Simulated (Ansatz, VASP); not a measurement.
**W3O: VASP beside Ansatz**

```
W O
1.0
     4.90382    0.00000    0.00000
     0.00000    4.90382    0.00000
     0.00000    0.00000    4.90382
W O
6 2
Direct
  0.50000 0.75000 0.00000
  0.00000 0.50000 0.75000
  0.25000 0.00000 0.50000
  0.50000 0.25000 0.00000
  0.00000 0.50000 0.25000
  0.75000 0.00000 0.50000
  0.50000 0.50000 0.50000
  0.00000 0.00000 0.00000
```

Change from the starting cell: strain +0.015 along x and y, +0.015 along z, atoms carried along.

Alike in both runs: task single point; functional PBEsol; k mesh 8 × 8 × 8; occupations gaussian, width 0.15 eV; no spin polarisation.

```csv
,VASP,Ansatz
version,VASP 6.6.1,Ansatz 0.2.0
potentials or method,"VASP PAW PBE potentials, release 64 (W_sv, O), cutoff 520 eV","scalar-relativistic, plane waves, PAW"
valence electrons in the cell,96,96
```

|  | VASP | Ansatz | Ansatz less VASP |
| --- | --- | --- | --- |
| gap on the k mesh at the Fermi level (eV) | none | none | - |
| pressure (GPa) | -10.0 | -10.8 | -0.75 |

VASP's potentials were made for PBE, not for PBEsol. A gap of «none» marks a metal or a gap that the smearing closes.

Neither program's run includes spin-orbit coupling.
